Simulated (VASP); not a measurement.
# ZnO (Cmcm) in VASP: notebook, part 3 of 3

VASP 6.6.1.

## Step 5: Single point, PBE+D3(BJ) (strain +0.0050 x Voigt [1, -1, 0, 0, 0, 0])

INCAR

```
ALGO = Normal
EDIFF = 1E-6
ENCUT = 520
GGA = PE
ISIF = 2
ISMEAR = 0
IVDW = 12
LASPH = True
LCHARG = False
LREAL = False
LWAVE = False
NBANDS = 26
NELM = 80
PREC = Accurate
SIGMA = 0.05
```

KPOINTS

```
k-points
0
Gamma
  9 9 4
```

POSCAR

```
ZnO
1.0
    3.3044069945      0.0000000000      0.0000000000
   -1.6522034972      2.8332257708      0.0000000000
    0.0000000000      0.0000000000      7.1304413500
Zn O
2 2
Direct
    0.0000000000      0.0000000000      0.7500000000
    0.0000000000      0.0000000000      0.2500000000
    0.3333333333      0.6666666667      0.2500000000
    0.6666666667      0.3333333333      0.7500000000
```

Potentials or basis: VASP PAW PBE potentials, release 64 (Zn, O).

Launch:

```bash
cat potpaw_PBE.64/Zn/POTCAR potpaw_PBE.64/O/POTCAR > POTCAR
mpirun -np 1 vasp_std > vasp.out
```

OUTCAR:

```text
EDIFF = 1E-6
   ENCUT = 520
   GGA = PE
   ISIF = 2
   ISMEAR = 0
   IVDW = 12
   LASPH = True
   LREAL = False
   NELM = 80
   PREC = Accurate
 IVDW          = 12

 ion  position               nearest neighbor table
   1  0.000  0.000  0.750-   4 1.89   4 1.90   4 1.90
   2  0.000  0.000  0.250-   3 1.89   3 1.90   3 1.90
   3  0.333  0.667  0.250-   2 1.89   2 1.90   2 1.90
   4  0.667  0.333  0.750-   1 1.89   1 1.90   1 1.90

  Warning from LATTYP: Monoclinic adjustment (A1->A3, A2->A1, A3->A2)!
  LATTYP: Found a base centered orthorhombic cell.
 ALAT       =     3.3044069945
 B/A-ratio  =     1.7148164712
 C/A-ratio  =     2.1578580852

  Lattice vectors:

 A1 = (   1.6522034972,  -2.8332257708,   0.0000000000)
 A2 = (   1.6522034973,   2.8332257708,   0.0000000000)
 A3 = (   0.0000000000,   0.0000000000,   7.1304413500)

Analysis of symmetry for initial positions (statically):
=====================================================================
 Subroutine PRICEL returns:
 Original cell was already a primitive cell.

 Routine SETGRP: Setting up the symmetry group for a
 base centered orthorhombic supercell.
[... 173 lines left out ...]

 E-fermi :  -0.4746     XC(G=0):  -8.9276

 val. band max:       -0.7472928834   @ k =   0.0000   0.0000   0.0000
 cond. band min:       0.0622665837   @ k =   0.0000   0.0000   0.0000
 fundamental gap:      0.8095594672
 Fermi energy:        -0.4745842347

 k-point     1 :       0.0000    0.0000    0.0000
  band No.  band energies     occupation
      1     -18.2249      2.00000
      2     -18.1443      2.00000
      3      -6.8703      2.00000
      4      -6.8682      2.00000
      5      -6.8556      2.00000
      6      -6.8540      2.00000
[... 685 lines left out ...]
     25      10.9135      0.00000
     26      13.3277      0.00000

 [... further k-points ...]

------------------------ aborting loop because EDIFF is reached ----------------------------------------

 Edisp (eV)   -0.62298

 E8    (eV) :    -0.2342

  FORCE on cell =-STRESS in cart. coord.  units (eV):
  Direction    XX          YY          ZZ          XY          YZ          ZX
  --------------------------------------------------------------------------------------
  -------------------------------------------------------------------------------------
  Total      -1.04494    -0.18478    -0.66055    -0.00000     0.00000     0.00000
  in kB     -25.07893    -4.43469   -15.85353    -0.00000     0.00000     0.00000
  external pressure =      -15.12 kB  Pullay stress =        0.00 kB

 VOLUME and BASIS-vectors are now :
 -----------------------------------------------------------------------------
  energy-cutoff  :      520.00
  volume of cell :       66.76
      direct lattice vectors                 reciprocal lattice vectors
     3.304406994  0.000000000  0.000000000     0.302626160  0.176477288  0.000000000
    -1.652203497  2.833225771  0.000000000     0.000000000  0.352954576  0.000000000
     0.000000000  0.000000000  7.130441350     0.000000000  0.000000000  0.140243773

 POSITION                                       TOTAL-FORCE (eV/Angst)
 -----------------------------------------------------------------------------------
      0.00000      0.00000      5.34783         0.000000      0.128434      0.000000
      0.00000      0.00000      1.78261        -0.000000     -0.128434      0.000000
     -0.00000      1.88882      1.78261         0.000000      0.125720     -0.000000
      1.65220      0.94441      5.34783        -0.000000     -0.125720      0.000000
 -----------------------------------------------------------------------------------
    total drift:                                0.000000     -0.000000      0.000000

  FREE ENERGIE OF THE ION-ELECTRON SYSTEM (eV)
  ---------------------------------------------------
  free  energy   TOTEN  =       -17.5878807934 eV

  energy  without entropy=      -17.5878807934  energy(sigma->0) =      -17.58788079
```

OSZICAR:

```text
N       E                     dE             d eps       ncg     rms          rms(c)
DAV:   1     0.295754456039E+03    0.29575E+03   -0.17962E+04  3908   0.179E+03
DAV:   2     0.152456398022E+02   -0.28051E+03   -0.26094E+03  4154   0.386E+02
DAV:   3    -0.202787306285E+02   -0.35524E+02   -0.35109E+02  4416   0.141E+02
DAV:   4    -0.210478183661E+02   -0.76909E+00   -0.76757E+00  4384   0.219E+01
DAV:   5    -0.210522739438E+02   -0.44556E-02   -0.44552E-02  4362   0.165E+00    0.158E+01
DAV:   6    -0.168199551573E+02    0.42323E+01   -0.10599E+01  6800   0.727E+01    0.912E+00
DAV:   7    -0.170199376371E+02   -0.19998E+00   -0.33842E+00  4060   0.177E+01    0.553E+00
DAV:   8    -0.170341654250E+02   -0.14228E-01   -0.85848E-01  4796   0.740E+00    0.197E+00
DAV:   9    -0.169610425653E+02    0.73123E-01   -0.19376E-01  5638   0.664E+00    0.378E-01
DAV:  10    -0.169643694881E+02   -0.33269E-02   -0.44892E-02  4038   0.163E+00    0.128E-01
DAV:  11    -0.169648954861E+02   -0.52600E-03   -0.10766E-03  4150   0.650E-01    0.900E-02
DAV:  12    -0.169648863856E+02    0.91006E-05   -0.48894E-04  5414   0.497E-01    0.163E-02
DAV:  13    -0.169649058490E+02   -0.19463E-04   -0.92507E-05  5076   0.126E-01    0.238E-02
DAV:  14    -0.169648990942E+02    0.67548E-05   -0.27726E-05  4916   0.550E-02    0.499E-03
DAV:  15    -0.169648992464E+02   -0.15220E-06   -0.62427E-06  4148   0.226E-02
   1 F= -.17587881E+02 E0= -.17587881E+02  d E =-.427977E-16
```

stdout:

```text
POSCAR found type information on POSCAR ZnO
 POSCAR found :  2 types and       4 ions
 scaLAPACK will be used
 LDA part: xc-table for (Slater+PW92), standard interpolation
 POSCAR, INCAR and KPOINTS ok, starting setup
 FFT: planning ... GRIDC
 FFT: planning ... GRID_SOFT
 FFT: planning ... GRID
 WAVECAR not read
 entering main loop
```

It took 97 s on 1 thread of Intel Xeon Platinum 8488C (Sapphire Rapids), shared host; peak memory 0.26 GiB.

What came out:

```
Free energy                : -17.5879 eV
Pressure                   : -1.5 GPa
Largest force              : 0.128 eV/Å
Band gap on the k mesh     : 0.81 eV
Dispersion energy per atom : -0.156 eV
```

Forces on the atoms (eV/Å):
```
Zn   0.000  0.128  0.000
Zn   0.000 -0.128  0.000
O    0.000  0.126  0.000
O    0.000 -0.126  0.000
```

Caveat: the cell differs from its parent crystal (strain +0.0050 x Voigt [1, -1, 0, 0, 0, 0]); an odd mesh through Γ misses points on the zone boundary, where band edges can lie.

## Step 6: The runs side by side

```csv
cell,gap on the mesh (eV),pressure (GPa),largest force (eV/Å)
"a = 3.222, b = 3.321, c = 7.130 Å, angles 90.0, 90.0, 119.0°, 4 atoms",0.75,-1.4,0.48
"a = 3.337, b = 3.264, c = 7.130 Å, angles 90.0, 90.0, 120.7°, 4 atoms",0.78,-1.4,0.40
"a = 3.255, b = 3.305, c = 7.130 Å, angles 90.0, 90.0, 119.5°, 4 atoms",0.79,-1.5,0.25
"a = 3.304, b = 3.280, c = 7.130 Å, angles 90.0, 90.0, 120.2°, 4 atoms",0.81,-1.5,0.13
```

Alike in all rows: task single point; level PBE+D3(BJ); potentials or basis VASP PAW PBE potentials, release 64 (Zn, O); no spin polarisation; k mesh 9 × 9 × 4; cutoff (eV) 520; smearing gaussian 0.05 eV.

Caveats: an odd mesh through Γ misses points on the zone boundary, where band edges can lie.

Total energies depend on the potentials used, so only differences within one code and one set of settings carry meaning.
